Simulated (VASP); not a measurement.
# AlCo (Pm-3m) in VASP: further runs, part 2 of 2

VASP 6.6.1. The steps go on from the part before.

## Step 4: Phonons, PBE+U, collinear spin, ferromagnetic start

File INCAR:

```
SYSTEM = AlCo
PREC     = Accurate       ! precision mode
ENCUT    = 520            ! plane-wave cutoff, eV
EDIFF    = 1E-8           ! SCF threshold, eV
ISMEAR   = -1             ! smearing method
SIGMA    = 0.1            ! smearing width, eV
LREAL    = .False.        ! projectors in reciprocal space
LASPH    = .True.         ! aspherical terms in the spheres
NELM     = 150            ! most SCF steps
ALGO     = Normal         ! electronic algorithm
ISIF     = 2              ! what is computed and relaxed
LWAVE    = .False.        ! write WAVECAR
LCHARG   = .False.        ! write CHGCAR
ISPIN    = 2              ! spin polarisation
MAGMOM   = 2 0            ! initial moments
LORBIT   = 11             ! projections on sites
LMAXMIX  = 4              ! l up to which the mixer works
LDAU     = .True.         ! DFT+U
LDAUTYPE = 2            
LDAUL    = 2 -1           ! shell
LDAUU    = 3 0            ! U, eV
LDAUJ    = 0 0          
LDAUPRINT= 1            
GGA      = PE             ! functional
IBRION   = 6              ! ionic algorithm
NFREE    = 2            
POTIM    = 0.015          ! step
NSW      = 1              ! ionic steps
```

File KPOINTS:

```
Automatic mesh
0
Gamma
  8 8 8
  0.5 0.5 0.5
```

File POSCAR:

```
AlCo
1.0
    2.8194032100      0.0000000000      0.0000000000
    0.0000000000      2.8194032100      0.0000000000
    0.0000000000      0.0000000000      2.8194032100
Co Al
1 1
Direct
    0.5000000000      0.5000000000      0.5000000000
    0.0000000000      0.0000000000      0.0000000000
```

Potentials or basis: VASP PAW PBE potentials, release 64 (Co, Al).

Run with:

```sh
$ cat potpaw_PBE.64/Co/POTCAR potpaw_PBE.64/Al/POTCAR > POTCAR
$ mpirun -np 1 vasp_std > vasp.out
```

OUTCAR:

```text
SYSTEM = AlCo
   PREC = Accurate
   ENCUT = 520
   EDIFF = 1E-8
   ISMEAR = -1
   LREAL = .False.
   LASPH = .True.
   NELM = 150
   ISIF = 2
   ISPIN = 2
   LORBIT = 11
   GGA = PE
   IBRION = 6
   NFREE = 2
   POTIM = 0.015
   NSW = 1

 ion  position               nearest neighbor table
   1  0.500  0.500  0.500-   2 2.44   2 2.44   2 2.44   2 2.44   2 2.44   2 2.44   2 2.44   2 2.44

   2  0.000  0.000  0.000-   1 2.44   1 2.44   1 2.44   1 2.44   1 2.44   1 2.44   1 2.44   1 2.44

  LATTYP: Found a simple cubic cell.
 ALAT       =     2.8194032100

  Lattice vectors:

 A1 = (   2.8194032100,   0.0000000000,   0.0000000000)
 A2 = (   0.0000000000,   2.8194032100,   0.0000000000)
 A3 = (   0.0000000000,   0.0000000000,   2.8194032100)

Analysis of symmetry for initial positions (statically):
=====================================================================
 Subroutine PRICEL returns:
 Original cell was already a primitive cell.

 Routine SETGRP: Setting up the symmetry group for a
 simple cubic supercell.

 Subroutine GETGRP returns: Found 48 space group operations
 (whereof 48 operations were pure point group operations)
 out of a pool of 48 trial point group operations.

The static configuration has the point symmetry O_h .

Analysis of symmetry for dynamics (positions and initial velocities):
=====================================================================
 Subroutine PRICEL returns:
 Original cell was already a primitive cell.

 Routine SETGRP: Setting up the symmetry group for a
 simple cubic supercell.

 Subroutine GETGRP returns: Found 48 space group operations
[... 1025 lines left out ...]
      1       1.0596      1.00000
      2       8.2496      1.00000
      3       8.2901      1.00000
      4       9.1351      1.00000
      5       9.2405      1.00000
      6       9.3541      1.00000
      7      14.0633      0.00000
      8      15.0658      0.00000
      9      18.0038      0.00000
     10      21.8420      0.00000
     11      25.2316      0.00000

 [... further k-points ...]
[... 5 lines left out ...]
  --------------------------------------------------------------------------------------
  -------------------------------------------------------------------------------------
  Total        0.5143371      0.5175364      0.5175364      0.0000000      0.0000000      0.0000000
  in kB       36.7694305     36.9981422     36.9981422      0.0000000      0.0000000      0.0000000
  external PRESSURE =      36.9219050 kB  Pullay stress =       0.0000000 kB
[... 17 lines left out ...]
  FREE ENERGIE OF THE ION-ELECTRON SYSTEM (eV)
  ---------------------------------------------------
  free  energy   TOTEN  =        -9.4137506692 eV

  energy  without entropy=       -9.3835930673  energy(sigma->0) =       -9.39867187

 INTERNAL STRAIN TENSORS FROM DISPLACED ATOMS
 ============================================

 INTERNAL STRAIN TENSOR FOR ION    1 for displacements in x,y,z  (eV/Angst):
          X           Y           Z          XY          YZ          ZX
  --------------------------------------------------------------------------------
  x     0.00000     0.00000     0.00000     0.00000     0.00000     0.00000
  y     0.00000     0.00000     0.00000     0.00000     0.00000     0.00000
  z     0.00000     0.00000     0.00000     0.00000     0.00000     0.00000

 INTERNAL STRAIN TENSOR FOR ION    2 for displacements in x,y,z  (eV/Angst):
          X           Y           Z          XY          YZ          ZX
  --------------------------------------------------------------------------------
  x     0.00000     0.00000     0.00000     0.00000     0.00000     0.00000
  y     0.00000     0.00000     0.00000     0.00000     0.00000     0.00000
  z     0.00000     0.00000     0.00000     0.00000     0.00000     0.00000

 Eigenvectors and eigenvalues of the dynamical matrix
 ----------------------------------------------------

   1 f  =   10.091696 THz    63.407997 2PiTHz  336.622748 cm-1    41.735883 meV
             X         Y         Z           dx          dy          dz
      1.409702  1.409702  1.409702    -0.135377   -0.543775    0.000000
      0.000000  0.000000  0.000000     0.200090    0.803708    0.000000
[... 21 lines left out ...]
   6 f/i=    0.000313 THz     0.001965 2PiTHz    0.010431 cm-1     0.001293 meV
             X         Y         Z           dx          dy          dz
      1.409702  1.409702  1.409702     0.000632    0.215819   -0.799627
      0.000000  0.000000  0.000000     0.000427    0.146020   -0.541014

 ELASTIC MODULI CONTR FROM IONIC RELAXATION (kBar)
 Direction    XX          YY          ZZ          XY          YZ          ZX
 --------------------------------------------------------------------------------
 XX           0.0000      0.0000      0.0000      0.0000      0.0000      0.0000
 YY           0.0000      0.0000      0.0000      0.0000      0.0000      0.0000
 ZZ           0.0000      0.0000      0.0000      0.0000      0.0000      0.0000
 XY           0.0000      0.0000      0.0000      0.0000      0.0000      0.0000
 YZ           0.0000      0.0000      0.0000      0.0000      0.0000      0.0000
 ZX           0.0000      0.0000      0.0000      0.0000      0.0000      0.0000
 --------------------------------------------------------------------------------

 total charge

# of ion       s       p       d       tot
------------------------------------------
    1        0.443   0.523   7.636   8.603
    2        0.396   0.436   0.000   0.832
--------------------------------------------------
tot          0.839   0.959   7.636   9.434

 magnetization (x)

# of ion       s       p       d       tot
------------------------------------------
    1       -0.005  -0.028   0.435   0.403
    2       -0.004  -0.016   0.000  -0.020
--------------------------------------------------
tot         -0.009  -0.044   0.435   0.383
```

Run time: 29 s. Hardware: 1 thread of Intel Xeon 6975P-C (Granite Rapids), shared host; peak memory 0.16 GiB.

Results:

```
Net moment                                              : 0.29 μB per cell
Site moments                                            : Co +0.40; Al -0.02 μB
Valence electrons inside the program's atomic spheres   : Co 8.60; Al 0.83
Highest phonon frequency at Γ, LO-TO splitting left out : 337 cm⁻¹
```

Phonon frequencies in cm⁻¹ (negative: imaginary):
| q point | frequencies |
| --- | --- |
| (0.000, 0.000, 0.000) | 0 0 0 337 337 337 |

Eigenvalues of the final occupation matrices:
```tsv
site	spin	trace	eigenvalues
site 1 d	1	4.05	0.75 0.75 0.85 0.85 0.85
site 1 d	2	3.62	0.53 0.53 0.85 0.85 0.85
```

Caveat: the cell wasn't relaxed at this level first, which shifts response properties; the U is typed as a test and isn't derived for this compound.

## Step 5: Summary

```csv
task,level,potentials or basis,U,k mesh,cutoff (eV),smearing,second run,k mesh for the DOS,occupations for the DOS,moment (μB)
single point,RPBE+D4+U,"VASP PAW PBE potentials, release 64 (Co_sv, Al)",Co d U = 7.0 eV,9 × 9 × 9,600,tetrahedron,valence_matched,-,-,1.53
density of states,PBE+D3(BJ)+U,"VASP PAW PBE potentials, release 64 (Co, Al)",Co d U = 4.5 eV,9 × 9 × 9,520,tetrahedron 0.05 eV,-,14 × 14 × 14,tetrahedron,0.50
phonons,PBE+U,"VASP PAW PBE potentials, release 64 (Co, Al)",Co d U = 3.0 eV,"8 × 8 × 8, shifted",520,fermi-dirac 0.1 eV,-,-,-,0.29
```

Alike in all rows: spin collinear, ferromagnetic start; cell as given.

Caveats: the U is typed as a test and isn't derived for this compound; pairwise dispersion overbinds metals, which lowers pressure and volume (some runs); the PAW data sets were made with another functional, which shifts forces and pressure a little (some runs); the cell wasn't relaxed at this level first, which shifts response properties (some runs).

Absolute energies hang on the potentials; compare differences alone.
